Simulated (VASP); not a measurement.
# CdSe (F-43m) in VASP: settings compared, part 2 of 2

VASP 6.6.1. Earlier steps stand in the parts before.

## Step 4: Single point, PBE

File INCAR:

```
SYSTEM = CdSe
  ALGO = Normal
  EDIFF = 1E-6
  ENCUT = 520
  GGA = PE
  ISIF = 2
  ISMEAR = 0
  LASPH = .TRUE.
  LCHARG = .TRUE.
  LELF = .TRUE.
  LREAL = .FALSE.
  LVHAR = .TRUE.
  LWAVE = .FALSE.
  NBANDS = 16
  NELM = 80
  PREC = Accurate
  SIGMA = 0.1
```

File KPOINTS:

```
k-points
0
G
  8 8 8
  0 0 0
```

File POSCAR:

```
CdSe
1.0
    4.3420191700      0.0000000000      0.0000000000
    2.1710095850      3.7602989049      0.0000000000
    2.1710095850      1.2534329683      3.5452438066
Cd Se
1 1
Direct
    0.0000000000      0.0000000000      0.0000000000
    0.2500000000      0.2500000000      0.2500000000
```

Potentials or basis: VASP PAW PBE potentials, release 64 (Cd, Se).

Run with:

```sh
$ cat potpaw_PBE.64/Cd/POTCAR potpaw_PBE.64/Se/POTCAR > POTCAR
$ mpirun -np 1 vasp_std > vasp.out
```

OUTCAR:

```text
SYSTEM = CdSe
   EDIFF = 1E-6
   ENCUT = 520
   GGA = PE
   ISIF = 2
   ISMEAR = 0
   LASPH = .TRUE.
   LREAL = .FALSE.
   NELM = 80
   PREC = Accurate

 ion  position               nearest neighbor table
   1  0.000  0.000  0.000-   2 2.66   2 2.66   2 2.66   2 2.66
   2  0.250  0.250  0.250-   1 2.66   1 2.66   1 2.66   1 2.66

  LATTYP: Found a face centered cubic cell.
 ALAT       =     6.1405423983

  Lattice vectors:

 A1 = (   4.3420191700,   0.0000000000,   0.0000000000)
 A2 = (   2.1710095850,   3.7602989049,   0.0000000000)
 A3 = (   2.1710095850,   1.2534329683,   3.5452438066)

Analysis of symmetry for initial positions (statically):
=====================================================================
 Subroutine PRICEL returns:
 Original cell was already a primitive cell.

 Routine SETGRP: Setting up the symmetry group for a
 face centered cubic supercell.

 Subroutine GETGRP returns: Found 24 space group operations
 (whereof 24 operations were pure point group operations)
 out of a pool of 48 trial point group operations.

The static configuration has the point symmetry T_d .

Analysis of symmetry for dynamics (positions and initial velocities):
=====================================================================
 Subroutine PRICEL returns:
 Original cell was already a primitive cell.

 Routine SETGRP: Setting up the symmetry group for a
 face centered cubic supercell.

 Subroutine GETGRP returns: Found 24 space group operations
 (whereof 24 operations were pure point group operations)
 out of a pool of 48 trial point group operations.

The dynamic configuration has the point symmetry T_d .

 Subroutine INISYM returns: Found 24 space group operations
 (whereof 24 operations are pure point group operations),
 and found     1 'primitive' translations

----------------------------------------------------------------------------------------

                                     Primitive cell

  volume of cell :      57.8842

  direct lattice vectors                    reciprocal lattice vectors
     4.342019170  0.000000000  0.000000000     0.230307597 -0.132968153 -0.094022683
     2.171009585  3.760298905  0.000000000     0.000000000  0.265936306 -0.094022683
     2.171009585  1.253432968  3.545243807     0.000000000  0.000000000  0.282068048

  length of vectors
     4.342019170  4.342019170  4.342019170     0.282068048  0.282068048  0.282068048

  position of ions in fractional coordinates (direct lattice)
     0.000000000  0.000000000  0.000000000
     0.250000000  0.250000000  0.250000000

  ion indices of the primitive-cell ions
   primitive index   ion index
                 1           1
                 2           2

----------------------------------------------------------------------------------------

 KPOINTS: k-points

Automatic generation of k-mesh.
 Grid dimensions read from file:
 generate k-points for:    8    8    8

 Generating k-lattice:

  Cartesian coordinates                     Fractional coordinates (reciprocal lattice)
     0.028788450 -0.016621019 -0.011752835     0.125000000  0.000000000 -0.000000000
     0.000000000  0.033242038 -0.011752835     0.000000000  0.125000000  0.000000000
     0.000000000  0.000000000  0.035258506     0.000000000  0.000000000  0.125000000

  Length of vectors
     0.035258506  0.035258506  0.035258506

  Shift w.r.t. Gamma in fractional coordinates (k-lattice)
     0.000000000  0.000000000  0.000000000

 Subroutine IBZKPT returns following result:
 ===========================================

 Found     29 irreducible k-points:

 Following reciprocal coordinates:
            Coordinates               Weight
  0.000000  0.000000  0.000000      1.000000
  0.125000  0.000000 -0.000000      8.000000
  0.250000  0.000000 -0.000000      8.000000
  0.375000  0.000000  0.000000      8.000000
  0.500000  0.000000 -0.000000      4.000000
  0.125000  0.125000  0.000000      6.000000
[... 16 lines left out ...]
  0.500000  0.250000  0.125000     48.000000
 -0.375000  0.250000  0.125000     24.000000
 [... further k-points ...]
   k-points           NKPTS =     29   k-points in BZ     NKDIM =     29   number of bands    NBANDS=     16
   number of dos      NEDOS =    301   number of ions     NIONS =      2
   total plane-waves  NPLWV =  32768
   dimension x,y,z NGX =    32 NGY =   32 NGZ =   32
   dimension x,y,z NGXF=    64 NGYF=   64 NGZF=   64
   ions per type =               1   1
   NGX,Y,Z   is equivalent  to a cutoff of  12.25, 12.25, 12.25 a.u.
   NGXF,Y,Z  is equivalent  to a cutoff of  24.50, 24.50, 24.50 a.u.
 SYSTEM =  CdSe
   PREC   = accura    normal or accurate (medium, high low for compatibility)
   ISTART =      0    job   : 0-new  1-cont  2-samecut
   ICHARG =      2    charge: 1-file 2-atom 10-const
   ISPIN  =      1    spin polarized calculation?
   LNONCOLLINEAR =      F non collinear calculations
   LSORBIT =      F    spin-orbit coupling
   LASPH  =      T    aspherical Exc in radial PAW
   ENCUT  =  520.0 eV  38.22 Ry    6.18 a.u.   8.07  8.07  8.07*2*pi/ulx,y,z
   NELM   =     80;   NELMIN=  2; NELMDL= -5     # of ELM steps
   EDIFF  = 0.1E-05   stopping-criterion for ELM
   LREAL  =      F    real-space projection
   EDIFFG = 0.1E-04   stopping-criterion for IOM
   NSW    =      0    number of steps for IOM
   IBRION =     -1    ionic relax: 0-MD 1-quasi-New 2-CG
   NFREE  =      0    steps in history (QN), initial steepest desc. (CG)
   ISIF   =      2    stress and relaxation
   ISYM   =      2    0-nonsym 1-usesym 2-fastsym
   POTIM  = 0.5000    time-step for ionic-motion
   TEBEG  =    0.0;   TEEND  =   0.0 temperature during run
   PSTRESS=    0.0 pullay stress
   NELECT =      18.0000    total number of electrons
   NUPDOWN=      -1.0000    fix difference up-down
   EMIN   =  10.00;   EMAX   =-10.00  energy-range for DOS
   EFERMI =   0.00;   METHOD = LEGACY
   ISMEAR =     0;   SIGMA  =   0.10  broadening in eV -4-tet -1-fermi 0-gaus
   EFERMI_NEDOS =   21; number of points for ismear=-14 and -15
   IALGO  =     38    algorithm
   IMIX   =      4    mixing-type and parameters
     AMIX     =   0.40;   BMIX     =  1.00
     AMIX_MAG =   1.60;   BMIX_MAG =  1.00
  volume/ion in A,a.u.               =      28.94       195.31
  Fermi-wavevector in a.u.,A,eV,Ry     =   1.109121  2.095935 16.737199  1.230149
  Thomas-Fermi vector in A             =   2.245657
   LORBIT       =      0    0 simple, 1 ext, 2 COOP (PROOUT), +10 PAW based schemes
   GGA     = PE    functional components
   LHFCALC =     F    Hartree Fock is set to
   AEXX    =    0.0000 exact exchange contribution
   IVDW    =     0    specifies the selected vdW correction
   LEPSILON=     F    determine dielectric tensor
   LRPA    =     F    only Hartree local field effects (RPA)
 non-spin polarized calculation
 Gauss-broadening in eV      SIGMA  =   0.10
  energy-cutoff  :      520.00
  volume of cell :       57.88
 maximum number of plane-waves:      1588
   NGX = 17   NGY = 17   NGZ = 17

 number of electron      18.0000008 magnetization

 Free energy of the ion-electron system (eV)
  ---------------------------------------------------
  ext. energy  EPLUGINS =         0.00000000
  ---------------------------------------------------
  free energy    TOTEN  =        -5.49046468 eV

  energy without entropy =       -5.49046448  energy(sigma->0) =       -5.49046458

 E-fermi :   1.0030     XC(G=0):  -8.7565

 val. band max:        0.7188438569   @ k =   0.0000   0.0000   0.0000
 cond. band min:       1.2682472395   @ k =   0.0000   0.0000   0.0000
 fundamental gap:      0.5494033826
 Fermi energy:         1.0029906934

 k-point     1 :       0.0000    0.0000    0.0000
  band No.  band energies     occupation
      1     -11.7183      2.00000
      2      -7.1233      2.00000
      3      -7.1233      2.00000
      4      -7.1233      2.00000
      5      -6.7789      2.00000
      6      -6.7789      2.00000
[... 8 lines left out ...]
     15      11.7533      0.00000
     16      11.7533      0.00000

 k-point     2 :       0.1250    0.0000   -0.0000
  band No.  band energies     occupation
      1     -11.6682      2.00000
      2      -7.1074      2.00000
      3      -7.1074      2.00000
      4      -7.0769      2.00000
      5      -6.7797      2.00000
      6      -6.7797      2.00000
[... 8 lines left out ...]
     15      11.0072      0.00000
     16      11.1129      0.00000
[... 387 lines left out ...]
      5      -6.7584      2.00000
      6      -6.5538      2.00000
[... 8 lines left out ...]
     15      12.4981      0.00000
     16      13.2540      0.00000

 k-point    24 :      -0.3750    0.2500    0.1250
  band No.  band energies     occupation
      1     -11.3164      2.00000
      2      -7.0027      2.00000
      3      -6.9803      2.00000
      4      -6.7961      2.00000
      5      -6.7636      2.00000
      6      -6.4246      2.00000
[... 8 lines left out ...]
     15      12.3171      0.00000
     16      13.2545      0.00000

 [... further k-points ...]
[... 5 lines left out ...]
  --------------------------------------------------------------------------------------
  -------------------------------------------------------------------------------------
  Total        0.5673516      0.5673516      0.5673516      0.0000000     -0.0000000     -0.0000000
  in kB       15.7037228     15.7037228     15.7037228      0.0000000     -0.0000000     -0.0000000
  external PRESSURE =      15.7037228 kB  Pullay stress =       0.0000000 kB

 VOLUME and BASIS-vectors are now :
 -----------------------------------------------------------------------------
  energy-cutoff  :      520.00
  volume of cell :       57.88
      direct lattice vectors                 reciprocal lattice vectors
     4.342019170  0.000000000  0.000000000     0.230307597 -0.132968153 -0.094022683
     2.171009585  3.760298905  0.000000000     0.000000000  0.265936306 -0.094022683
     2.171009585  1.253432968  3.545243807     0.000000000  0.000000000  0.282068048

 POSITION                                       TOTAL-FORCE (eV/Angst)
 -----------------------------------------------------------------------------------
      0.00000      0.00000      0.00000         0.000000     -0.000000     -0.000000
      2.17101      1.25343      0.88631        -0.000000      0.000000      0.000000
 -----------------------------------------------------------------------------------
    total drift:                               -0.000001     -0.000000     -0.000000

  FREE ENERGIE OF THE ION-ELECTRON SYSTEM (eV)
  ---------------------------------------------------
  free  energy   TOTEN  =        -5.4904646778 eV

  energy  without entropy=       -5.4904644777  energy(sigma->0) =       -5.49046458
```

stdout:

```text
POSCAR found type information on POSCAR CdSe
 POSCAR found :  2 types and       2 ions
 scaLAPACK will be used
 LDA part: xc-table for (Slater+PW92), standard interpolation
 POSCAR, INCAR and KPOINTS ok, starting setup
 FFT: planning ... GRIDC
 FFT: planning ... GRID_SOFT
 FFT: planning ... GRID
 WAVECAR not read
 entering main loop
```

Run time: 31 s. Hardware: 1 thread of AMD EPYC 7R13 (Zen 3), shared host; peak memory 0.15 GiB.

What came out:

- Free energy: -5.4905 eV
- Pressure: 1.6 GPa
- Band gap on the k mesh: 0.55 eV, direct

As with any semilocal functional, this PBE gap is likely too small.

## Step 5: Overview

| level | potentials or basis | cell | smearing | gap on the mesh (eV) | pressure (GPa) |
| --- | --- | --- | --- | --- | --- |
| LDA | VASP PAW LDA potentials, release 64 (Cd, Se) | a = 4.342 Å, angles 60.0°, 2 atoms | fermi-dirac 0.05 eV | 0.30 | -2.9 |
| PBE+D3(BJ) | VASP PAW PBE potentials, release 64 (Cd, Se) | a = 4.371 Å, angles 60.0°, 2 atoms | fermi-dirac 0.05 eV | 0.51 | -1.3 |
| PBE | VASP PAW PBE potentials, release 64 (Cd, Se) | a = 4.342 Å, angles 60.0°, 2 atoms | gaussian 0.1 eV | 0.55 | 1.6 |

Alike in all rows: task single point; no spin polarisation; k mesh 8 × 8 × 8; cutoff (eV) 520.

Total energies depend on the potentials used, so only differences within one code and one set of settings carry meaning.
